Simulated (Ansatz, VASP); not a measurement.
Two plane-wave programs on FeO

INCAR

```
ALGO = Normal ; EDIFF = 1E-8
ENCUT = 520 ; GGA = PE
GGA_COMPAT = False ; ISIF = 2
ISMEAR = 0 ; ISPIN = 2
LASPH = True ; LCHARG = False
LDAU = True ; LDAUJ = 0 0
LDAUL = 2 -1 ; LDAUPRINT = 1
LDAUTYPE = 2 ; LDAUU = 5.3 0
LEFG = True ; LMAXMIX = 4
LORBIT = 11 ; LREAL = False
LWAVE = False ; MAGMOM = 3.9 0.17
NBANDS = 22 ; NELM = 200
PREC = Accurate ; SIGMA = 0.02
```

File KPOINTS:

```
k-points
0
Gamma
  12 12 12
```

The input POSCAR:

```
FeO
1.0
    1.5845266723      0.9148269008      2.4827937714
   -1.5845266723      0.9148269008      2.4827937714
    0.0000000000     -1.8296538016      2.4827937714
Fe O
1 1
Direct
    0.0000000000      0.0000000000      0.0000000000
    0.5000000000      0.5000000000      0.5000000000
```

Input for Ansatz:

```yaml
crystal:
  lattice:
    - [1.5845266723, 0.9148269008, 2.4827937714]
    - [-1.5845266723, 0.9148269008, 2.4827937714]
    - [0.0, -1.8296538016, 2.4827937714]
  atoms:
    - { symbol: Fe, position: [0.0, 0.0, 0.0], spin: 3.9 }
    - { symbol: O, position: [0.5, 0.5, 0.5], spin: 0.17 }
basis:
  ecutwfc: 420
kpoints:
  mp_grid: { grid: [12, 12, 12] }
hamiltonian:
  xc: pbe
  hubbard: { sites: [{ species: Fe, l: d, u_eff: 5.3 }] }
scf:
  occupations: { method: gaussian, width: 0.02 }
output:
  forces: true
  stress: true
  eigenvalues: true
  populations: true
  efg: {}
magnetization:
  spin_polarized: true
checkpoint:
  read: start.run
  write: ck
  compress: false
  write_wavefunctions: false
  write_every: 100000
```

Alike in both runs: task electric field gradients; functional PBE; k mesh 12 × 12 × 12; occupations gaussian, width 0.02 eV; collinear spin; Hubbard terms Fe d U = 5.3 eV.

|  | VASP | Ansatz |
| --- | --- | --- |
| version | VASP 6.6.1 | Ansatz 0.2.0 |
| potentials or method | VASP PAW PBE potentials, release 64 (Fe_sv, O), cutoff 520 eV | scalar-relativistic, plane waves, PAW |
| valence electrons in the cell | 22 | 22 |

VASP gave:

* pressure (GPa): -10.4
* traceless stress, the component that is largest in VASP (GPa): 1.94
* net moment per atom (μB): 2.01
* size of the moment on the site where the two differ most (μB): 3.67
* size of Vzz on the site where it differs most (V/Å²): 41.9

Question: Estimate Ansatz's values.

Answer: Pressure (GPa): 0.0; traceless stress, the component that is largest in VASP (GPa): 0.00; net moment per atom (μB): 2.00; size of the moment on the site where the two differ most (μB): 3.54; size of Vzz on the site where it differs most (V/Å²): 210.6.

Site moments also hang on the region over which each program counts them. The programs project onto different local orbitals, so the same U acts differently, and such runs can settle in different states. Ansatz's warnings: stability check not made.
